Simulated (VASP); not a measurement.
A run of VASP 6.6.1:

File INCAR:

```
SYSTEM = Y
PREC = Accurate
ENCUT = 600
EDIFF = 1E-7
ISMEAR = 0
SIGMA = 0.1
LREAL = .False.
LASPH = .True.
NELM = 60
ALGO = Fast
ISIF = 3
LWAVE = .False.
LCHARG = .False.
GGA = PS
IBRION = 2
NSW = 70
EDIFFG = -0.005
```

The input KPOINTS:

```
regular mesh
0
Gamma
  15 15 8
  0 0 0
```

The input POSCAR:

```
Y
1.0
    3.6571046552      0.0000000000      0.0000000000
   -1.8285523276      3.1671455357      0.0000000000
    0.0000000000      0.0000000000      5.6740659744
Y
2
Direct
    0.3333333333      0.6666666667      0.2500000000
    0.6666666667      0.3333333333      0.7500000000
```

Potentials or basis: VASP PAW PBE potentials, release 64 (Y_sv).

Launch:

```bash
$ cat potpaw_PBE.64/Y_sv/POTCAR > POTCAR
$ mpirun -np 1 vasp_std > vasp.out
```

Hardware: 1 thread of Intel(R) Xeon(R) Platinum 8488C (Sapphire Rapids), with other jobs on the host.

Q: How long does it take, and how much memory?

A: Wall time 8.6 min on 1 thread of Intel(R) Xeon(R) Platinum 8488C (Sapphire Rapids), on a shared host, peak memory 0.35 GiB. Counts: scf iterations 57, k points 135, ion steps 3.
